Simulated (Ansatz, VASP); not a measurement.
Two plane-wave programs on TiTe2

```
Ti Te
1.0
     0.00000    3.44012    3.44012
     3.44012    0.00000    3.44012
     3.44012    3.44012    0.00000
Ti Te
1 2
Direct
  0.00000 0.00000 0.00000
  0.25000 0.25000 0.25000
  0.75000 0.75000 0.75000
```

Alike in both runs: task single point; functional r2SCAN; k mesh 6 × 6 × 6; occupations fermi-dirac, width 0.02 eV; no spin polarisation.

```csv
,VASP,Ansatz
version,VASP 6.6.1,Ansatz 0.2.0
potentials or method,"VASP PAW PBE potentials, release 64 (Ti_sv, Te)","plane waves, PAW"
plane-wave cutoff (eV),520,500
valence electrons in the cell,24,44
```

|  | VASP | Ansatz | Ansatz less VASP |
| --- | --- | --- | --- |
| pressure (GPa) | 0.1 | 0.0 | -0.11 |

VASP's potentials were made for PBE, not for r2SCAN. VASP's potentials hold 24 valence electrons a cell and Ansatz's 44, so a difference there can come from the potentials and not from the codes.

Neither program's run includes spin-orbit coupling.
